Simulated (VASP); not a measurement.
# AgPt3: single point with LDA

The system is AgPt3.

```xyz
4
Lattice="3.9000 -0.0390 0.0000 -0.0390 3.9000 0.0000 0.0000 0.0000 3.9000" Properties=species:S:1:pos:R:3 pbc="T T T"
Ag    0.0000    0.0000    0.0000
Pt   -0.0195    1.9500    1.9500
Pt    1.9500   -0.0195    1.9500
Pt    1.9305    1.9305    0.0000
```

```yaml
Program: VASP 6.6.1
Task: single point
Functional: LDA
Potentials_or_basis: VASP PAW LDA potentials, release 64 (Ag, Pt)
Cutoff: 520 eV
k_mesh: 9 × 9 × 9
Occupations: fermi-dirac, width 0.1 eV
Spin: no spin polarisation
Dipole_correction: no
Further_INCAR_settings: ALGO = Normal; EDIFF = 1e-06; NBANDS = 28
```

```json
{"Pressure": "3.1 GPa", "Band gap on the k mesh": "zero (an odd number of electrons rules out a gap without spin polarisation)"}
```

Stress tensor (GPa, compression positive):
```
3.15 2.23 0.00
2.23 3.15 0.00
0.00 0.00 2.91
```

Levels at points of the mesh, in eV from the Fermi level:
```
           k point  band 18  band 19  band 20  band 21  band 22  band 23  band 24  band 25
(0.00, 0.00, 0.00)     0.32     0.76     0.77     0.78     1.93     1.94     1.95     8.74
```

Run time: 81 s on 1 thread of AMD EPYC 9R45 96-Core Processor (Zen 5) (shared host), peak memory 0.26 GiB.

Caveat: the cell stands under pressure; spin-orbit coupling is left out, which moves the levels of the heavy elements.
